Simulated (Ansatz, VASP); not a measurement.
## Ca in VASP and in Ansatz

```xyz
2
Lattice="1.9417 1.1210 6.4391 -1.9417 1.1210 6.4391 0.0000 -2.2420 6.4391" Properties=species:S:1:pos:R:3 pbc="T T T"
Ca    0.0000    0.0000    4.8293
Ca    0.0000    0.0000   14.4878
```

Alike in both runs: functional PBE; k mesh 6 × 6 × 6; occupations gaussian, width 0.1 eV; no spin polarisation.

Ansatz relaxed the structure, and its values are those at the end. VASP's run is a single point on that final structure, the one shown.

|  | VASP | Ansatz |
| --- | --- | --- |
| version | VASP 6.6.1 | Ansatz 0.2.0 |
| potentials or method | VASP PAW PBE potentials, release 64 (Ca_sv), cutoff 520 eV | scalar-relativistic, plane waves, PAW |
| valence electrons in the cell | 20 | 20 |

|  | VASP | Ansatz | Ansatz less VASP |
| --- | --- | --- | --- |
| gap on the k mesh at the Fermi level (eV) | none | none | - |
| pressure (GPa) | 0.0 | 0.0 | -0.01 |

A gap of «none» marks a metal or a gap that the smearing closes. The functional is the same, so the differences come from potentials, cutoffs and numerics.
